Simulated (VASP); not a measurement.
# Te2Mo in VASP: further runs

Te2Mo is run at these levels: r2SCAN; tasks: single point.

Everything below comes from runs of VASP 6.6.1. Logs are shortened: lines on timing, memory, paths and dates and some standing lists are left out, and cuts for length are marked.

### Step 1. The cell of the first run

The cell holds a slab with vacuum, 6 atoms: a = 3.562 Å, b = 3.562 Å, c = 22.752 Å, α = 90.00°, β = 90.00°, γ = 120.00°.

### Step 2. Single point, r2SCAN (strain +0.000 along x and y, -0.080 along z)

POSCAR reads:

```
Te2Mo
1.0
    3.5623879366      0.0000000000      0.0000000000
   -1.7811939683      3.0851184512      0.0000000000
    0.0000000000      0.0000000000     22.7517376597
Te Mo
4 2
Direct
    0.3333333333      0.6666666667      0.0765285846
    0.6666666667      0.3333333333      0.7787587513
    0.6666666667      0.3333333333      0.9234714154
    0.3333333333      0.6666666667      0.2212412487
    0.3333333333      0.6666666667      0.8510711437
    0.6666666667      0.3333333333      0.1489288563
```

INCAR.step1 reads:

```
PREC = Accurate
ENCUT = 520
ISMEAR = 0
SIGMA = 0.05
LREAL = False
LASPH = True
NELM = 100
NBANDS = 35
GGA = PE
ALGO = Normal
EDIFF = 1E-4
LWAVE = True
LCHARG = False
```

INCAR.step2 reads:

```
PREC = Accurate
ENCUT = 520
EDIFF = 1E-7
ISMEAR = 0
SIGMA = 0.05
LREAL = False
LASPH = True
NELM = 100
ALGO = Normal
ISIF = 2
LWAVE = False
LCHARG = False
METAGGA = R2SCAN
LMIXTAU = True
NBANDS = 35
ISTART = 1
```

KPOINTS reads:

```
regular mesh
0
Gamma
  12 12 2
```

Potentials or basis: VASP PAW PBE potentials, release 64 (Te, Mo_sv).

The run is started by

```console
cat potpaw_PBE.64/Te/POTCAR potpaw_PBE.64/Mo_sv/POTCAR > POTCAR
cp INCAR.step1 INCAR
mpirun -np 1 vasp_std > vasp.out
cp INCAR.step2 INCAR
mpirun -np 1 vasp_std > vasp.out
```

OUTCAR:

```text
PREC = Accurate
   ENCUT = 520
   EDIFF = 1E-7
   ISMEAR = 0
   LREAL = False
   LASPH = True
   NELM = 100
   ISIF = 2
   METAGGA = R2SCAN
   ISTART = 1

 ion  position               nearest neighbor table
   1  0.333  0.667  0.077-   6 2.64   6 2.64   6 2.64   4 3.29
   2  0.667  0.333  0.779-   5 2.63   5 2.63   5 2.63   3 3.29
   3  0.667  0.333  0.923-   5 2.64   5 2.64   5 2.64   2 3.29
   4  0.333  0.667  0.221-   6 2.63   6 2.63   6 2.63   1 3.29
   5  0.333  0.667  0.851-   2 2.63   2 2.63   2 2.63   3 2.64   3 2.64   3 2.64
   6  0.667  0.333  0.149-   4 2.63   4 2.63   4 2.63   1 2.64   1 2.64   1 2.64

  LATTYP: Found a hexagonal cell.
 ALAT       =     3.5623879366
 C/A-ratio  =     6.3866535775

  Lattice vectors:

 A1 = (   3.5623879366,   0.0000000000,   0.0000000000)
 A2 = (  -1.7811939683,   3.0851184512,   0.0000000000)
 A3 = (   0.0000000000,   0.0000000000,  22.7517376597)

Analysis of symmetry for initial positions (statically):
=====================================================================
 Subroutine PRICEL returns:
 Original cell was already a primitive cell.

 Routine SETGRP: Setting up the symmetry group for a
 hexagonal supercell.

 Subroutine GETGRP returns: Found 12 space group operations
 (whereof 12 operations were pure point group operations)
 out of a pool of 24 trial point group operations.

The static configuration has the point symmetry D_3d.

Analysis of symmetry for dynamics (positions and initial velocities):
=====================================================================
 Subroutine PRICEL returns:
 Original cell was already a primitive cell.

 Routine SETGRP: Setting up the symmetry group for a
 hexagonal supercell.

 Subroutine GETGRP returns: Found 12 space group operations
 (whereof 12 operations were pure point group operations)
 out of a pool of 24 trial point group operations.

The dynamic configuration has the point symmetry D_3d.

 Subroutine INISYM returns: Found 12 space group operations
 (whereof 12 operations are pure point group operations),
 and found     1 'primitive' translations

----------------------------------------------------------------------------------------

                                     Primitive cell

  volume of cell :     250.0504

  direct lattice vectors                    reciprocal lattice vectors
[... 97 lines left out ...]
   EDIFFG = 0.1E-05   stopping-criterion for IOM
   NSW    =      0    number of steps for IOM
   IBRION =     -1    ionic relax: 0-MD 1-quasi-New 2-CG
   NFREE  =      0    steps in history (QN), initial steepest desc. (CG)
   ISIF   =      2    stress and relaxation
   ISYM   =      2    0-nonsym 1-usesym 2-fastsym
   POTIM  = 0.5000    time-step for ionic-motion
   TEBEG  =    0.0;   TEEND  =   0.0 temperature during run
   PSTRESS=    0.0 pullay stress
   NELECT =      52.0000    total number of electrons
   NUPDOWN=      -1.0000    fix difference up-down
   EMIN   =  10.00;   EMAX   =-10.00  energy-range for DOS
   EFERMI =   0.00;   METHOD = LEGACY
   ISMEAR =     0;   SIGMA  =   0.05  broadening in eV -4-tet -1-fermi 0-gaus
   EFERMI_NEDOS =   21; number of points for ismear=-14 and -15
   IALGO  =     38    algorithm
   IMIX   =      4    mixing-type and parameters
     AMIX     =   0.40;   BMIX     =  1.00
     AMIX_MAG =   1.60;   BMIX_MAG =  1.00
  volume/ion in A,a.u.               =      41.68       281.24
  Fermi-wavevector in a.u.,A,eV,Ry     =   0.969914  1.832872 12.799462  0.940734
  Thomas-Fermi vector in A             =   2.100006
   LORBIT       =      0    0 simple, 1 ext, 2 COOP (PROOUT), +10 PAW based schemes
   METAGGA = R2SCAN    functional components
   LHFCALC =     F    Hartree Fock is set to
   AEXX    =    0.0000 exact exchange contribution
   IVDW    =     0    specifies the selected vdW correction
   LEPSILON=     F    determine dielectric tensor
   LRPA    =     F    only Hartree local field effects (RPA)
 non-spin polarized calculation
 Gauss-broadening in eV      SIGMA  =   0.05
  energy-cutoff  :      520.00
  volume of cell :      250.05
 maximum number of plane-waves:      6805
 NGX is ok and might be reduce to    28
   NGX = 13   NGY = 13   NGZ = 85

 number of electron      51.9999999 magnetization

 Free energy of the ion-electron system (eV)
  ---------------------------------------------------
  ext. energy  EPLUGINS =         0.00000000
  ---------------------------------------------------
  free energy    TOTEN  =      -154.90736020 eV

  energy without entropy =     -154.90730696  energy(sigma->0) =     -154.90733358

 E-fermi :   3.2333     XC(G=0):  -6.8653

 val. band max:        3.1610071354   @ k =   0.0000   0.0000   0.5000
 cond. band min:       3.3240741033   @ k =   0.3333   0.3333   0.0000
 fundamental gap:      0.1630669679
 Fermi energy:         3.2332860161

 k-point     1 :       0.0000    0.0000    0.0000
  band No.  band energies     occupation
      1     -59.9602      2.00000
      2     -59.9602      2.00000
      3     -33.3986      2.00000
      4     -33.3986      2.00000
      5     -33.3748      2.00000
      6     -33.3748      2.00000
[... 901 lines left out ...]
     34       6.9505      0.00000
     35       8.4545      0.00000

 [... further k-points ...]

------------------------ aborting loop because EDIFF is reached ----------------------------------------

  FORCE on cell =-STRESS in cart. coord.  units (eV):
  Direction    XX          YY          ZZ          XY          YZ          ZX
  --------------------------------------------------------------------------------------
  -------------------------------------------------------------------------------------
  Total        6.5764142      6.5764142     16.9329034     -0.0000000      0.0000000      0.0000000
  in kB       42.1378252     42.1378252    108.4961649     -0.0000000      0.0000000      0.0000000
  external PRESSURE =      64.2572718 kB  Pullay stress =       0.0000000 kB

 VOLUME and BASIS-vectors are now :
 -----------------------------------------------------------------------------
  energy-cutoff  :      520.00
  volume of cell :      250.05
      direct lattice vectors                 reciprocal lattice vectors
     3.562387937  0.000000000  0.000000000     0.280710585  0.162068332  0.000000000
    -1.781193968  3.085118451  0.000000000     0.000000000  0.324136663  0.000000000
     0.000000000  0.000000000 22.751737660     0.000000000  0.000000000  0.043952687

 POSITION                                       TOTAL-FORCE (eV/Angst)
 -----------------------------------------------------------------------------------
     -0.00000      2.05675      1.74116         0.000000     -0.000000     -2.402021
      1.78119      1.02837     17.71811         0.000000      0.000000     -2.511722
      1.78119      1.02837     21.01058        -0.000000      0.000000      2.402021
     -0.00000      2.05675      5.03362         0.000000     -0.000000      2.511722
     -0.00000      2.05675     19.36335        -0.000000      0.000000     -0.005598
      1.78119      1.02837      3.38839        -0.000000     -0.000000      0.005598
 -----------------------------------------------------------------------------------
    total drift:                                0.000000     -0.000000     -0.000000

  FREE ENERGIE OF THE ION-ELECTRON SYSTEM (eV)
  ---------------------------------------------------
  free  energy   TOTEN  =      -154.9073601974 eV

  energy  without entropy=     -154.9073069645  energy(sigma->0) =     -154.90733358
```

Run time: 28 min. Hardware: 1 thread of Intel Xeon Platinum 8488C (Sapphire Rapids), shared host; peak memory 0.55 GiB.

What came out:

| Item | Value |
| --- | --- |
| Free energy | -154.9074 eV |
| Largest force | 2.512 eV/Å |
| Band gap on the k mesh | 0.16 eV (least direct gap 0.90 eV) |

Forces on the atoms (eV/Å):
```
Te   0.000  0.000 -2.402
Te   0.000  0.000 -2.512
Te   0.000  0.000  2.402
Te   0.000  0.000  2.512
Mo   0.000  0.000 -0.006
Mo   0.000  0.000  0.006
```

Levels at points of the mesh, in eV from the valence-band top:
```csv
k point,band 24,band 25,band 26,band 27,band 28,band 29
"(0.00, 0.00, 0.00)",-1.28,-0.78,0.00,2.68,2.68,2.73
"(0.50, 0.00, 0.00)",-1.42,-1.38,-1.37,0.71,0.74,1.12
"(0.00, 0.00, 0.50)",-1.28,-0.78,0.00,2.68,2.68,2.73
"(0.50, 0.00, 0.50)",-1.42,-1.38,-1.37,0.71,0.74,1.12
```

Caveat: the cell differs from its parent crystal (strain +0.000 along x and y, -0.080 along z); there is no dipole correction, which matters where the two faces differ; the PAW data sets were made with another functional, which shifts forces and pressure a little; spin-orbit coupling is left out, which moves the levels of the heavy elements.

### Step 3. Single point, r2SCAN (strain +0.080 along x and y, +0.000 along z)

POSCAR: that of step 2 with these lines changed.

```diff
@@ -2,5 +2,5 @@
 1.0
-    3.5623879366      0.0000000000      0.0000000000
-   -1.7811939683      3.0851184512      0.0000000000
-    0.0000000000      0.0000000000     22.7517376597
+    3.8473789715      0.0000000000      0.0000000000
+   -1.9236894858      3.3319279273      0.0000000000
+    0.0000000000      0.0000000000     24.7301496301
 Te Mo
```

INCAR.step1 reads:

```
  ALGO = Normal
  EDIFF = 1E-4
  ENCUT = 520
  GGA = PE
  ISMEAR = 0
  LASPH = T
  LCHARG = F
  LREAL = F
  LWAVE = T
  NBANDS = 35
  NELM = 80
  PREC = Accurate
  SIGMA = 0.05
```

INCAR.step2 reads:

```
  ALGO = Normal
  EDIFF = 1E-7
  ENCUT = 520
  ISIF = 2
  ISMEAR = 0
  ISTART = 1
  LASPH = T
  LCHARG = T
  LELF = T
  LMIXTAU = T
  LREAL = F
  LVHAR = T
  LWAVE = F
  METAGGA = R2SCAN
  NBANDS = 35
  NELM = 80
  PREC = Accurate
  SIGMA = 0.05
```

KPOINTS reads:

```
k-points
0
Gamma
  12 12 2
```

Potentials or basis: VASP PAW PBE potentials, release 64 (Te, Mo_sv).

The run is started by

```console
cat potpaw_PBE.64/Te/POTCAR potpaw_PBE.64/Mo_sv/POTCAR > POTCAR
cp INCAR.step1 INCAR
mpirun -np 1 vasp_std > vasp.out
cp INCAR.step2 INCAR
mpirun -np 1 vasp_std > vasp.out
```

Wall time 35 min (1 thread of AMD EPYC 7R13 (Zen 3), shared host); peak memory 0.67 GiB.

The run converged. Its results:

* Free energy: -154.5911 eV
* Largest force: 1.051 eV/Å
* Band gap on the k mesh: 0.39 eV (least direct gap 0.70 eV)

Forces on the atoms (eV/Å):
```
Te   0.000  0.000  1.021
Te   0.000  0.000  1.051
Te   0.000  0.000 -1.021
Te   0.000  0.000 -1.051
Mo   0.000  0.000 -0.002
Mo   0.000  0.000  0.002
```

Levels at points of the mesh, in eV from the valence-band top:
| k point | band 24 | band 25 | band 26 | band 27 | band 28 | band 29 |
| --- | --- | --- | --- | --- | --- | --- |
| (0.00, 0.00, 0.00) | -0.93 | -0.31 | 0.00 | 2.10 | 2.10 | 2.14 |
| (0.50, 0.00, 0.00) | -1.14 | -0.74 | -0.71 | 0.73 | 0.75 | 1.00 |
| (0.00, 0.00, 0.50) | -0.93 | -0.31 | 0.00 | 2.10 | 2.10 | 2.14 |
| (0.50, 0.00, 0.50) | -1.14 | -0.74 | -0.71 | 0.73 | 0.75 | 1.00 |

Caveat: the cell differs from its parent crystal (strain +0.080 along x and y, +0.000 along z); there is no dipole correction, which matters where the two faces differ; the PAW data sets were made with another functional, which shifts forces and pressure a little; spin-orbit coupling is left out, which moves the levels of the heavy elements.
